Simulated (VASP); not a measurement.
Here is a VASP 6.6.1 calculation.

File INCAR:

```
ALGO = Fast
EDIFF = 1E-6
ENCUT = 520
GGA = PS
ISIF = 2
ISMEAR = 0
LASPH = True
LCHARG = False
LREAL = False
LWAVE = False
NBANDS = 12
NELM = 60
PREC = Accurate
SIGMA = 0.15
```

The input KPOINTS:

```
k-points
0
Gamma
  22 22 22
```

Contents of POSCAR:

```
Ti
1.0
    0.0000000000      1.9665204915      2.1631725406
    1.9665204915      0.0000000000      2.1631725406
    1.9665204915      1.9665204915      0.0000000000
Ti
1
Direct
    0.0000000000      0.0000000000      0.0000000000
```

Potentials or basis: VASP PAW PBE potentials, release 64 (Ti_sv).

Command:

```sh
$ cat potpaw_PBE.64/Ti_sv/POTCAR > POTCAR
$ mpirun -np 1 vasp_std > vasp.out
```

Q: What does it give for the pressure?

A: -0.7 GPa.

Q: Predict the band gap on the k mesh.

A: Zero (band 6 reaches 9.11 eV, above the bottom of band 7 at 7.86 eV).

Stress tensor (GPa, compression positive):
```
 0.24  0.00  0.00
 0.00  0.24  0.00
 0.00  0.00 -2.56
```

Caveat: the PAW data sets were made with another functional, which shifts forces and pressure a little.
